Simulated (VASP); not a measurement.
# PbS (Galena) in VASP: further runs

The runs below take PbS (Galena) through single point, with PBE.

Program: VASP 6.6.1. These are calculated values, not measurements. Logs are shortened: lines on timing, memory, paths and dates and some standing lists are left out, and cuts for length are marked.

## Step 1: The cell of the first run

The structure is cubic, space group Fm-3m (No. 225). The conventional cell has a = 5.931 Å, b = 5.931 Å, c = 5.931 Å, α = 90.00°, β = 90.00°, γ = 90.00°. Within 3.9 Å of Pb (site symmetry m-3m) lie 6 S at 2.97 Å. S (site symmetry m-3m) has 6 Pb at 2.97 Å within 3.9 Å.

## Step 2: Single point, PBE

Input file INCAR:

```
PREC = Accurate ; ENCUT = 500
EDIFF = 1E-6 ; ISMEAR = 0
SIGMA = 0.01 ; LREAL = F
LASPH = T ; NELM = 120
ALGO = Normal ; ISIF = 2
LWAVE = F ; LCHARG = F
GGA = PE ; NBANDS = 17
GGA_COMPAT = F
```

Input file KPOINTS:

```
regular mesh
0
Gamma
  3 3 3
```

Input file POSCAR:

```
PbS
1.0
    0.0000000000      2.9657500000      2.9657500000
    2.9657500000      0.0000000000      2.9657500000
    2.9657500000      2.9657500000      0.0000000000
Pb S
1 1
Direct
    0.0000000000      0.0000000000      0.0000000000
    0.5000000000      0.5000000000      0.5000000000
```

Potentials or basis: VASP PAW PBE potentials, release 64 (Pb_d, S).

On the command line:

```sh
> cat potpaw_PBE.64/Pb_d/POTCAR potpaw_PBE.64/S/POTCAR > POTCAR
> mpirun -np 1 vasp_std > vasp.out
```

OUTCAR:

```text
PREC = Accurate
   ENCUT = 500
   EDIFF = 1E-6
   ISMEAR = 0
   LREAL = F
   LASPH = T
   NELM = 120
   ISIF = 2
   GGA = PE

 ion  position               nearest neighbor table
   1  0.000  0.000  0.000-   2 2.97   2 2.97   2 2.97   2 2.97   2 2.97   2 2.97
   2  0.500  0.500  0.500-   1 2.97   1 2.97   1 2.97   1 2.97   1 2.97   1 2.97

  LATTYP: Found a face centered cubic cell.
 ALAT       =     5.9315000000

  Lattice vectors:

 A1 = (   0.0000000000,   2.9657500000,   2.9657500000)
 A2 = (   2.9657500000,   0.0000000000,   2.9657500000)
 A3 = (   2.9657500000,   2.9657500000,   0.0000000000)

Analysis of symmetry for initial positions (statically):
=====================================================================
 Subroutine PRICEL returns:
 Original cell was already a primitive cell.

 Routine SETGRP: Setting up the symmetry group for a
 face centered cubic supercell.

 Subroutine GETGRP returns: Found 48 space group operations
 (whereof 48 operations were pure point group operations)
 out of a pool of 48 trial point group operations.

The static configuration has the point symmetry O_h .

Analysis of symmetry for dynamics (positions and initial velocities):
=====================================================================
 Subroutine PRICEL returns:
 Original cell was already a primitive cell.

 Routine SETGRP: Setting up the symmetry group for a
 face centered cubic supercell.

 Subroutine GETGRP returns: Found 48 space group operations
 (whereof 48 operations were pure point group operations)
 out of a pool of 48 trial point group operations.

The dynamic configuration has the point symmetry O_h .

 Subroutine INISYM returns: Found 48 space group operations
 (whereof 48 operations are pure point group operations),
 and found     1 'primitive' translations

----------------------------------------------------------------------------------------

                                     Primitive cell

  volume of cell :      52.1715

  direct lattice vectors                    reciprocal lattice vectors
     0.000000000  2.965750000  2.965750000    -0.168591419  0.168591419  0.168591419
     2.965750000  0.000000000  2.965750000     0.168591419 -0.168591419  0.168591419
     2.965750000  2.965750000  0.000000000     0.168591419  0.168591419 -0.168591419

  length of vectors
     4.194203873  4.194203873  4.194203873     0.292008903  0.292008903  0.292008903

  position of ions in fractional coordinates (direct lattice)
     0.000000000  0.000000000  0.000000000
     0.500000000  0.500000000  0.500000000

  ion indices of the primitive-cell ions
   primitive index   ion index
                 1           1
                 2           2

----------------------------------------------------------------------------------------

 KPOINTS: regular mesh

Automatic generation of k-mesh.
 Grid dimensions read from file:
 generate k-points for:    3    3    3

 Generating k-lattice:

  Cartesian coordinates                     Fractional coordinates (reciprocal lattice)
    -0.056197140  0.056197140  0.056197140     0.333333333  0.000000000  0.000000000
     0.056197140 -0.056197140  0.056197140     0.000000000  0.333333333  0.000000000
     0.056197140  0.056197140 -0.056197140     0.000000000  0.000000000  0.333333333

  Length of vectors
     0.097336301  0.097336301  0.097336301

  Shift w.r.t. Gamma in fractional coordinates (k-lattice)
     0.000000000  0.000000000  0.000000000

 Subroutine IBZKPT returns following result:
 ===========================================

 Found      4 irreducible k-points:

 Following reciprocal coordinates:
            Coordinates               Weight
  0.000000  0.000000  0.000000      1.000000
  0.333333  0.000000  0.000000      8.000000
  0.333333  0.333333  0.000000      6.000000
 -0.333333  0.333333  0.000000     12.000000
   k-points           NKPTS =      4   k-points in BZ     NKDIM =      4   number of bands    NBANDS=     17
   number of dos      NEDOS =    301   number of ions     NIONS =      2
   total plane-waves  NPLWV =  32768
   dimension x,y,z NGX =    32 NGY =   32 NGZ =   32
   dimension x,y,z NGXF=    64 NGYF=   64 NGZF=   64
   ions per type =               1   1
   NGX,Y,Z   is equivalent  to a cutoff of  12.68, 12.68, 12.68 a.u.
   NGXF,Y,Z  is equivalent  to a cutoff of  25.37, 25.37, 25.37 a.u.
 SYSTEM =  unknown system
   PREC   = accura    normal or accurate (medium, high low for compatibility)
   ISTART =      0    job   : 0-new  1-cont  2-samecut
   ICHARG =      2    charge: 1-file 2-atom 10-const
   ISPIN  =      1    spin polarized calculation?
   LNONCOLLINEAR =      F non collinear calculations
   LSORBIT =      F    spin-orbit coupling
   LASPH  =      T    aspherical Exc in radial PAW
   ENCUT  =  500.0 eV  36.75 Ry    6.06 a.u.   7.65  7.65  7.65*2*pi/ulx,y,z
   NELM   =    120;   NELMIN=  2; NELMDL= -5     # of ELM steps
   EDIFF  = 0.1E-05   stopping-criterion for ELM
   LREAL  =      F    real-space projection
   EDIFFG = 0.1E-04   stopping-criterion for IOM
   NSW    =      0    number of steps for IOM
   IBRION =     -1    ionic relax: 0-MD 1-quasi-New 2-CG
   NFREE  =      0    steps in history (QN), initial steepest desc. (CG)
   ISIF   =      2    stress and relaxation
   ISYM   =      2    0-nonsym 1-usesym 2-fastsym
   POTIM  = 0.5000    time-step for ionic-motion
   TEBEG  =    0.0;   TEEND  =   0.0 temperature during run
   PSTRESS=    0.0 pullay stress
   NELECT =      20.0000    total number of electrons
   NUPDOWN=      -1.0000    fix difference up-down
   EMIN   =  10.00;   EMAX   =-10.00  energy-range for DOS
   EFERMI =   0.00;   METHOD = LEGACY
   ISMEAR =     0;   SIGMA  =   0.01  broadening in eV -4-tet -1-fermi 0-gaus
   EFERMI_NEDOS =   21; number of points for ismear=-14 and -15
   IALGO  =     38    algorithm
   IMIX   =      4    mixing-type and parameters
     AMIX     =   0.40;   BMIX     =  1.00
     AMIX_MAG =   1.60;   BMIX_MAG =  1.00
  volume/ion in A,a.u.               =      26.09       176.04
  Fermi-wavevector in a.u.,A,eV,Ry     =   1.189251  2.247359 19.242973  1.414319
  Thomas-Fermi vector in A             =   2.325363
   LORBIT       =      0    0 simple, 1 ext, 2 COOP (PROOUT), +10 PAW based schemes
   GGA     = PE    functional components
   LHFCALC =     F    Hartree Fock is set to
   AEXX    =    0.0000 exact exchange contribution
   IVDW    =     0    specifies the selected vdW correction
   LEPSILON=     F    determine dielectric tensor
   LRPA    =     F    only Hartree local field effects (RPA)
 non-spin polarized calculation
 Gauss-broadening in eV      SIGMA  =   0.01
  energy-cutoff  :      500.00
  volume of cell :       52.17
 maximum number of plane-waves:      1363
 NGX is ok and might be reduce to    30
   NGX = 15   NGY = 15   NGZ = 15

 number of electron      19.9999998 magnetization

 Free energy of the ion-electron system (eV)
  ---------------------------------------------------
  ext. energy  EPLUGINS =         0.00000000
  ---------------------------------------------------
  free energy    TOTEN  =        -8.87078556 eV

  energy without entropy =       -8.87078556  energy(sigma->0) =       -8.87078556

 E-fermi :   5.1934     XC(G=0):  -9.7009

 val. band max:        5.0560033844   @ k =   0.3333   0.0000   0.0000
 cond. band min:       7.2730381283   @ k =   0.3333   0.0000   0.0000
 fundamental gap:      2.2170347439
 Fermi energy:         5.1934233558

 k-point     1 :       0.0000    0.0000    0.0000
  band No.  band energies     occupation
      1     -11.0302      2.00000
      2     -11.0302      2.00000
      3     -11.0302      2.00000
      4     -11.0153      2.00000
      5     -11.0153      2.00000
      6      -7.8125      2.00000
      7      -0.2414      2.00000
      8       3.6112      2.00000
      9       3.6112      2.00000
     10       3.6112      2.00000
     11      11.0206      0.00000
     12      11.0206      0.00000
     13      11.0206      0.00000
     14      12.5339      0.00000
     15      12.5339      0.00000
     16      12.5339      0.00000
     17      14.4616      0.00000

 k-point     2 :       0.3333    0.0000    0.0000
  band No.  band energies     occupation
      1     -11.0413      2.00000
      2     -11.0413      2.00000
      3     -11.0274      2.00000
      4     -10.9927      2.00000
      5     -10.9927      2.00000
      6      -6.9923      2.00000
      7      -2.3268      2.00000
      8       3.8737      2.00000
      9       3.8737      2.00000
     10       5.0560      2.00000
     11       7.2730      0.00000
     12       8.3652      0.00000
     13       8.3652      0.00000
     14      13.1718      0.00000
     15      14.5429      0.00000
     16      14.5429      0.00000
     17      18.0552      0.00000

 k-point     3 :       0.3333    0.3333    0.0000
  band No.  band energies     occupation
      1     -11.1181      2.00000
      2     -11.0492      2.00000
      3     -10.9959      2.00000
      4     -10.9851      2.00000
      5     -10.9851      2.00000
      6      -6.6811      2.00000
      7      -1.6217      2.00000
      8       2.5488      2.00000
      9       2.6441      2.00000
     10       2.6441      2.00000
     11       9.5412      0.00000
     12      10.0582      0.00000
     13      11.0135      0.00000
     14      11.0135      0.00000
     15      16.1332      0.00000
     16      16.7503      0.00000
     17      17.2127      0.00000

 k-point     4 :      -0.3333    0.3333    0.0000
  band No.  band energies     occupation
      1     -11.1066      2.00000
      2     -11.0199      2.00000
      3     -11.0181      2.00000
      4     -10.9969      2.00000
      5     -10.9834      2.00000
      6      -6.2372      2.00000
      7      -2.4277      2.00000
      8       1.3201      2.00000
      9       3.1906      2.00000
     10       3.8521      2.00000
     11       8.4537      0.00000
     12       9.2151      0.00000
     13      10.5419      0.00000
     14      13.0321      0.00000
     15      15.3255      0.00000
     16      16.0067      0.00000
     17      17.7058      0.00000

------------------------ aborting loop because EDIFF is reached ----------------------------------------

  FORCE on cell =-STRESS in cart. coord.  units (eV):
  Direction    XX          YY          ZZ          XY          YZ          ZX
  --------------------------------------------------------------------------------------
  -------------------------------------------------------------------------------------
  Total        0.3561265      0.3561265      0.3561265     -0.0000000      0.0000000     -0.0000000
  in kB       10.9365741     10.9365741     10.9365741     -0.0000000      0.0000000     -0.0000000
  external PRESSURE =      10.9365741 kB  Pullay stress =       0.0000000 kB

 VOLUME and BASIS-vectors are now :
 -----------------------------------------------------------------------------
  energy-cutoff  :      500.00
  volume of cell :       52.17
      direct lattice vectors                 reciprocal lattice vectors
     0.000000000  2.965750000  2.965750000    -0.168591419  0.168591419  0.168591419
     2.965750000  0.000000000  2.965750000     0.168591419 -0.168591419  0.168591419
     2.965750000  2.965750000  0.000000000     0.168591419  0.168591419 -0.168591419

 POSITION                                       TOTAL-FORCE (eV/Angst)
 -----------------------------------------------------------------------------------
      0.00000      0.00000      0.00000         0.000000      0.000000      0.000000
      2.96575      2.96575      2.96575         0.000000     -0.000000     -0.000000
 -----------------------------------------------------------------------------------
    total drift:                                0.000000     -0.000000     -0.000000

  FREE ENERGIE OF THE ION-ELECTRON SYSTEM (eV)
  ---------------------------------------------------
  free  energy   TOTEN  =        -8.8707855559 eV

  energy  without entropy=       -8.8707855559  energy(sigma->0) =       -8.87078556
```

Wall time 5.8 s (1 thread of AMD EPYC 7R43 (Zen 3), shared host); peak memory 0.14 GiB.

Results:

- Free energy: -8.8708 eV
- Pressure: 1.1 GPa

Caveat: the k points lie up to 0.61 Å⁻¹ apart; this odd mesh misses L, where the gap lies, so gap, dielectric constants and Born charges aren't listed; spin-orbit coupling is left out, which moves the levels of the heavy elements.

(Continued in part 2 of 2.)
